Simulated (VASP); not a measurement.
In2Sb: single point with PBEsol

In2Sb:

```
CELL_PARAMETERS angstrom
5.33140 0.00000 0.00000
-2.66570 4.61713 0.00000
0.00000 0.00000 6.39475
ATOMIC_POSITIONS crystal
In 0.00000 0.00000 0.00000
In 0.00000 0.00000 0.50000
In 0.33333 0.66667 0.75000
In 0.66667 0.33333 0.25000
Sb 0.33333 0.66667 0.25000
Sb 0.66667 0.33333 0.75000
```

- Program: VASP 6.6.1
- Task: single point
- Functional: PBEsol
- Potentials or basis: VASP PAW PBE potentials, release 64 (In_d, Sb)
- Cutoff: 500 eV
- k mesh: 12 × 12 × 6
- Occupations: gaussian, width 0.1 eV
- Spin: no spin polarisation
- Dipole correction: no
- Further INCAR settings: ALGO = Normal; EDIFF = 1e-06; NBANDS = 40

```
Pressure               : 0.0 GPa
Band gap on the k mesh : zero (bands 31 and 32 overlap by 2.30 eV)
```

Levels at points of the mesh, in eV from the Fermi level:
```tsv
k point	band 28	band 29	band 30	band 31	band 32	band 33	band 34	band 35
(0.00, 0.00, 0.00)	-1.98	-1.98	-1.28	-0.73	-0.28	-0.28	0.27	0.51
(0.50, 0.00, 0.00)	-3.78	-1.61	-1.57	-1.25	1.37	1.62	2.23	3.54
(0.00, 0.00, 0.50)	-1.99	-1.99	-1.99	-0.88	-0.88	-0.41	-0.41	-0.41
(0.50, 0.00, 0.50)	-3.30	-0.30	-0.30	0.80	0.80	2.72	2.72	3.08
```

It took 3.5 min on 1 thread of AMD EPYC 9R45 96-Core Processor (Zen 5), on a shared host, peak memory 0.46 GiB.

Caveat: the PAW data sets were made with another functional, which shifts forces and pressure a little; spin-orbit coupling is left out, which moves the levels of the heavy elements.
